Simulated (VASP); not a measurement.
Write the native input for VASP 6.6.1 that does the following.

```yaml
Task: single point
Functional: r2SCAN
Potentials_or_basis: VASP PAW PBE potentials, release 64 (In_d, P)
Cutoff: 520 eV
k_mesh: 6 × 6 × 6
Occupations: fermi-dirac, width 0.02 eV
Spin: no spin polarisation
Dipole_correction: no
Further_INCAR_settings: ALGO = Normal; EDIFF = 1e-06; NBANDS = 16
```

InP:

```xyz
2
Lattice="0.0000 2.9538 2.9538 2.9538 0.0000 2.9538 2.9538 2.9538 0.0000" Properties=species:S:1:pos:R:3 pbc="T T T"
In    0.0000    0.0000    0.0000
P     1.4769    1.4769    1.4769
```

One way to write it, as run:

POSCAR

```
InP
1.0
    0.0000000000      2.9537876370      2.9537876370
    2.9537876370      0.0000000000      2.9537876370
    2.9537876370      2.9537876370      0.0000000000
In P
1 1
Direct
    0.0000000000      0.0000000000      0.0000000000
    0.2500000000      0.2500000000      0.2500000000
```

INCAR.step1

```
SYSTEM = InP
PREC     = Accurate       ! precision mode
ENCUT    = 520            ! plane-wave cutoff, eV
ISMEAR   = -1             ! smearing method
SIGMA    = 0.02           ! smearing width, eV
LREAL    = .FALSE.        ! projectors in reciprocal space
LASPH    = .TRUE.         ! aspherical terms in the spheres
NELM     = 60             ! most SCF steps
NBANDS   = 16             ! bands
GGA      = PE             ! functional
ALGO     = Normal         ! electronic algorithm
EDIFF    = 1E-4           ! SCF threshold, eV
LWAVE    = .TRUE.         ! write WAVECAR
LCHARG   = .FALSE.        ! write CHGCAR
```

INCAR.step2

```
SYSTEM = InP
PREC     = Accurate       ! precision mode
ENCUT    = 520            ! plane-wave cutoff, eV
EDIFF    = 1E-6           ! SCF threshold, eV
ISMEAR   = -1             ! smearing method
SIGMA    = 0.02           ! smearing width, eV
LREAL    = .FALSE.        ! projectors in reciprocal space
LASPH    = .TRUE.         ! aspherical terms in the spheres
NELM     = 60             ! most SCF steps
ALGO     = Normal         ! electronic algorithm
ISIF     = 2              ! what is computed and relaxed
LWAVE    = .FALSE.        ! write WAVECAR
LCHARG   = .FALSE.        ! write CHGCAR
METAGGA  = R2SCAN         ! meta-GGA
LMIXTAU  = .TRUE.       
NBANDS   = 16             ! bands
ISTART   = 1
```

KPOINTS

```
regular mesh
0
G
  6 6 6
  0 0 0
```

Potentials or basis: VASP PAW PBE potentials, release 64 (In_d, P).

The run is started by

```sh
$ cat potpaw_PBE.64/In_d/POTCAR potpaw_PBE.64/P/POTCAR > POTCAR
$ cp INCAR.step1 INCAR
$ mpirun -np 1 vasp_std > vasp.out
$ cp INCAR.step2 INCAR
$ mpirun -np 1 vasp_std > vasp.out
```

Results of the run:

```yaml
Pressure: -0.1 GPa
Band_gap_on_the_k_mesh: 1.03 eV, direct
```

Caveat: the PAW data sets were made with another functional, which shifts forces and pressure a little; spin-orbit coupling is left out, which moves the levels of the heavy elements.

It took 59 s on 1 thread of Intel Xeon 6975P-C, with other jobs on the host, peak memory 0.18 GiB.
